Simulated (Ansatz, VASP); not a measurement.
## One calculation of GaSb, two programs

File INCAR:

```
SYSTEM = GaSb
PREC = Accurate
ENCUT = 500
EDIFF = 1E-6
ISMEAR = -1
SIGMA = 0.02
LREAL = .FALSE.
LASPH = .TRUE.
NELM = 120
ALGO = Normal
ISIF = 2
LWAVE = .FALSE.
LCHARG = .FALSE.
GGA = PE
NBANDS = 16
GGA_COMPAT = .FALSE.
```

File KPOINTS:

```
regular mesh
0
G
  8 8 8
  0 0 0
```

The input POSCAR:

```
GaSb
1.0
    0.0000000000      3.0511625820      3.0658788003
    3.0511625820      0.0000000000      3.0658788003
    3.0511625820      3.0511625820      0.0000000000
Ga Sb
1 1
Direct
    0.0000000000      0.0000000000      0.0000000000
    0.2500000000      0.2500000000      0.2500000000
```

Input for Ansatz:

```yaml
crystal:
  lattice:
    - [0.0, 3.051162582, 3.0658788003]
    - [3.051162582, 0.0, 3.0658788003]
    - [3.051162582, 3.051162582, 0.0]
  atoms:
    - { symbol: Ga, position: [0.0, 0.0, 0.0] }
    - { symbol: Sb, position: [0.25, 0.25, 0.25] }
kpoints:
  mp_grid: { grid: [8, 8, 8] }
  band_path:
    path:
      - [0.0, 0.0, 0.0]
      - [-0.5, -0.5, 0.0]
      - [-0.375, -0.375, 0.25]
      - [-0.375, 0.0, 0.375]
      - [0.0, 0.0, 0.5]
      - [-0.5, -0.25, 0.25]
    npoints: 1
hamiltonian:
  xc: pbe
scf:
  occupations: { method: fermi_dirac, width: 0.02 }
  n_extra_bands: 4
output:
  forces: true
  stress: true
  eigenvalues: true
```

Change from the starting cell: biaxial_xy strain -0.5%.

Alike in both runs: task single point; functional PBE; k mesh 8 × 8 × 8; occupations fermi-dirac, width 0.02 eV; no spin polarisation.

|  | VASP | Ansatz |
| --- | --- | --- |
| version | VASP 6.6.1 | Ansatz 0.2.0 |
| potentials or method | VASP PAW PBE potentials, release 64 (Ga_d, Sb) | plane waves, PAW |
| plane-wave cutoff (eV) | 500 | 420 |
| valence electrons in the cell | 18 | 28 |

```tsv
	VASP	Ansatz	Ansatz less VASP
pressure (GPa)	2.5	2.5	-0.06
traceless stress, the component that is largest in VASP (GPa)	-0.14	-0.14	0.000
```

VASP's potentials hold 18 valence electrons a cell and Ansatz's 28, so a difference there can come from the potentials and not from the codes.

Neither program's run includes spin-orbit coupling.
